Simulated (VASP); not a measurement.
# Cd (Im-3m) in VASP: single point with PBE

Aim: the single point of Cd with PBE.

All numbers are computed with VASP 6.6.1; they aren't measurements. Logs are shortened: lines on timing, memory, paths and dates and some standing lists are left out, and cuts for length are marked.

**1. The cell of the first run**

Symmetry: Im-3m, No. 229, cubic system. Conventional cell: a = 3.602 Å, b = 3.602 Å, c = 3.602 Å, α = 90.00°, β = 90.00°, γ = 90.00°. Within 4.1 Å of Cd (site symmetry m-3m) lie 14 Cd at 3.12 to 3.60 Å.

This isn't the form of Cd at room conditions, which is hcp.

**2. Single point, PBE**

INCAR reads:

```
SYSTEM = Cd
PREC     = Accurate       ! precision mode
ENCUT    = 500            ! plane-wave cutoff, eV
EDIFF    = 1E-6           ! SCF threshold, eV
ISMEAR   = -1             ! smearing method
SIGMA    = 0.1            ! smearing width, eV
LREAL    = .FALSE.        ! projectors in reciprocal space
LASPH    = .TRUE.         ! aspherical terms in the spheres
NELM     = 120            ! most SCF steps
ALGO     = Normal         ! electronic algorithm
ISIF     = 2              ! what is computed and relaxed
LWAVE    = .FALSE.        ! write WAVECAR
LCHARG   = .FALSE.        ! write CHGCAR
GGA      = PE             ! functional
NBANDS   = 12             ! bands
GGA_COMPAT= .FALSE.
```

KPOINTS reads:

```
regular mesh
0
G
  6 6 6
  0 0 0
```

POSCAR reads:

```
Cd
1.0
   -1.8007863809      1.8007863809      1.8007863809
    1.8007863809     -1.8007863809      1.8007863809
    1.8007863809      1.8007863809     -1.8007863809
Cd
1
Direct
    0.0000000000      0.0000000000      0.0000000000
```

Potentials or basis: VASP PAW PBE potentials, release 64 (Cd).

Run with:

```console
> cat potpaw_PBE.64/Cd/POTCAR > POTCAR
> mpirun -np 1 vasp_std > vasp.out
```

OUTCAR:

```text
SYSTEM = Cd
   PREC = Accurate
   ENCUT = 500
   EDIFF = 1E-6
   ISMEAR = -1
   LREAL = .FALSE.
   LASPH = .TRUE.
   NELM = 120
   ISIF = 2
   GGA = PE

 ion  position               nearest neighbor table
   1  0.000  0.000  0.000-

  LATTYP: Found a body centered cubic cell.
 ALAT       =     3.6015727618

  Lattice vectors:

 A1 = (  -1.8007863809,   1.8007863809,   1.8007863809)
 A2 = (   1.8007863809,  -1.8007863809,   1.8007863809)
 A3 = (   1.8007863809,   1.8007863809,  -1.8007863809)

Analysis of symmetry for initial positions (statically):
=====================================================================
 Subroutine PRICEL returns:
 Original cell was already a primitive cell.

 Routine SETGRP: Setting up the symmetry group for a
 body centered cubic supercell.

 Subroutine GETGRP returns: Found 48 space group operations
 (whereof 48 operations were pure point group operations)
 out of a pool of 48 trial point group operations.

The static configuration has the point symmetry O_h .

Analysis of symmetry for dynamics (positions and initial velocities):
=====================================================================
 Subroutine PRICEL returns:
 Original cell was already a primitive cell.

 Routine SETGRP: Setting up the symmetry group for a
 body centered cubic supercell.

 Subroutine GETGRP returns: Found 48 space group operations
 (whereof 48 operations were pure point group operations)
 out of a pool of 48 trial point group operations.

The dynamic configuration has the point symmetry O_h .

 Subroutine INISYM returns: Found 48 space group operations
 (whereof 48 operations are pure point group operations),
 and found     1 'primitive' translations

----------------------------------------------------------------------------------------

                                     Primitive cell

  volume of cell :      23.3586

  direct lattice vectors                    reciprocal lattice vectors
    -1.800786381  1.800786381  1.800786381     0.000000000  0.277656476  0.277656476
     1.800786381 -1.800786381  1.800786381     0.277656476  0.000000000  0.277656476
     1.800786381  1.800786381 -1.800786381     0.277656476  0.277656476  0.000000000

  length of vectors
     3.119053505  3.119053505  3.119053505     0.392665554  0.392665554  0.392665554

  position of ions in fractional coordinates (direct lattice)
     0.000000000  0.000000000  0.000000000
[... 72 lines left out ...]
   NFREE  =      0    steps in history (QN), initial steepest desc. (CG)
   ISIF   =      2    stress and relaxation
   ISYM   =      2    0-nonsym 1-usesym 2-fastsym
   POTIM  = 0.5000    time-step for ionic-motion
   TEBEG  =    0.0;   TEEND  =   0.0 temperature during run
   PSTRESS=    0.0 pullay stress
   NELECT =      12.0000    total number of electrons
   NUPDOWN=      -1.0000    fix difference up-down
   EMIN   =  10.00;   EMAX   =-10.00  energy-range for DOS
   EFERMI =   0.00;   METHOD = LEGACY
   ISMEAR =    -1;   SIGMA  =   0.10  broadening in eV -4-tet -1-fermi 0-gaus
   EFERMI_NEDOS =   21; number of points for ismear=-14 and -15
   IALGO  =     38    algorithm
   IMIX   =      4    mixing-type and parameters
     AMIX     =   0.40;   BMIX     =  1.00
     AMIX_MAG =   1.60;   BMIX_MAG =  1.00
  volume/ion in A,a.u.               =      23.36       157.63
  Fermi-wavevector in a.u.,A,eV,Ry     =   1.311152  2.477718 23.390043  1.719120
  Thomas-Fermi vector in A             =   2.441633
   LORBIT       =      0    0 simple, 1 ext, 2 COOP (PROOUT), +10 PAW based schemes
   GGA     = PE    functional components
   LHFCALC =     F    Hartree Fock is set to
   AEXX    =    0.0000 exact exchange contribution
   IVDW    =     0    specifies the selected vdW correction
   LEPSILON=     F    determine dielectric tensor
   LRPA    =     F    only Hartree local field effects (RPA)
 non-spin polarized calculation
  energy-cutoff  :      500.00
  volume of cell :       23.36
 maximum number of plane-waves:       610
   NGX = 11   NGY = 11   NGZ = 11

 number of electron      12.0000007 magnetization

 Free energy of the ion-electron system (eV)
  ---------------------------------------------------
  ext. energy  EPLUGINS =         0.00000000
  ---------------------------------------------------
  free energy    TOTEN  =        -0.70759916 eV

  energy without entropy =       -0.69362602  energy(sigma->0) =       -0.70061259

 E-fermi :   2.5100     XC(G=0): -10.6285

 val. band max:        2.3485844230   @ k =   0.3333   0.1667   0.1667
 cond. band min:       2.5561313225   @ k =   0.3333   0.1667   0.1667
 fundamental gap:      0.2075468995
 Fermi energy:         2.5100451933

 k-point     1 :       0.0000    0.0000    0.0000
  band No.  band energies     occupation
      1      -6.6575      2.00000
      2      -6.6575      2.00000
      3      -6.6575      2.00000
      4      -6.0906      2.00000
      5      -6.0906      2.00000
      6      -5.9225      2.00000
      7      17.6468      0.00000
      8      17.6468      0.00000
      9      17.6468      0.00000
     10      17.8986      0.00000
     11      17.8986      0.00000
     12      17.8986      0.00000
[... 211 lines left out ...]
 k-point    16 :       0.5000    0.5000    0.5000
  band No.  band energies     occupation
      1      -7.0767      2.00000
      2      -7.0767      2.00000
      3      -5.8012      2.00000
      4      -5.8012      2.00000
      5      -5.8012      2.00000
      6       5.8131      0.00000
      7       5.8131      0.00000
      8       5.8131      0.00000
      9       7.6528      0.00000
     10      10.2137      0.00000
     11      10.2137      0.00000
     12      26.1755      0.00000

------------------------ aborting loop because EDIFF is reached ----------------------------------------

  FORCE on cell =-STRESS in cart. coord.  units (eV):
  Direction    XX          YY          ZZ          XY          YZ          ZX
  --------------------------------------------------------------------------------------
  -------------------------------------------------------------------------------------
  Total        0.1114725      0.1114725      0.1114725     -0.0000000      0.0000000      0.0000000
  in kB        7.6459569      7.6459569      7.6459569     -0.0000000      0.0000000      0.0000000
  external PRESSURE =       7.6459569 kB  Pullay stress =       0.0000000 kB

 VOLUME and BASIS-vectors are now :
 -----------------------------------------------------------------------------
  energy-cutoff  :      500.00
  volume of cell :       23.36
      direct lattice vectors                 reciprocal lattice vectors
    -1.800786381  1.800786381  1.800786381     0.000000000  0.277656476  0.277656476
     1.800786381 -1.800786381  1.800786381     0.277656476  0.000000000  0.277656476
     1.800786381  1.800786381 -1.800786381     0.277656476  0.277656476  0.000000000

 POSITION                                       TOTAL-FORCE (eV/Angst)
 -----------------------------------------------------------------------------------
      0.00000      0.00000      0.00000        -0.000000     -0.000000      0.000000
 -----------------------------------------------------------------------------------
    total drift:                                0.000000     -0.000000      0.000000

  FREE ENERGIE OF THE ION-ELECTRON SYSTEM (eV)
  ---------------------------------------------------
  free  energy   TOTEN  =        -0.7075991610 eV

  energy  without entropy=       -0.6936260235  energy(sigma->0) =       -0.70061259
```

stdout:

```text
POSCAR found type information on POSCAR Cd
 POSCAR found :  1 types and       1 ions
 scaLAPACK will be used
 LDA part: xc-table for (Slater+PW92), standard interpolation
 POSCAR, INCAR and KPOINTS ok, starting setup
 FFT: planning ... GRIDC
 FFT: planning ... GRID_SOFT
 FFT: planning ... GRID
 WAVECAR not read
 entering main loop
```

Run time: 5.4 s. Hardware: 1 thread of AMD EPYC 7R43 (Zen 3), shared host; peak memory 0.1 GiB.

What came out:

```
Free energy            : -0.7076 eV
Pressure               : 0.8 GPa
Band gap on the k mesh : zero (bands 6 and 7 overlap by 4.40 eV)
```

Levels at points of the mesh, in eV from the Fermi level:
```
           k point  band 2  band 3  band 4  band 5  band 6  band 7  band 8  band 9  band 10  band 11
(0.00, 0.00, 0.00)   -9.17   -9.17   -8.60   -8.60   -8.43   15.14   15.14   15.14    15.39    15.39
(0.50, 0.00, 0.00)   -9.45   -8.63   -8.58   -8.22   -1.96   -1.10    8.91    9.71    13.11    13.60
(0.50, 0.50, 0.50)   -9.59   -8.31   -8.31   -8.31    3.30    3.30    3.30    5.14     7.70     7.70
```

Caveat: the k points lie up to 0.41 Å⁻¹ apart, too coarse for converged energies and pressures of a metal.
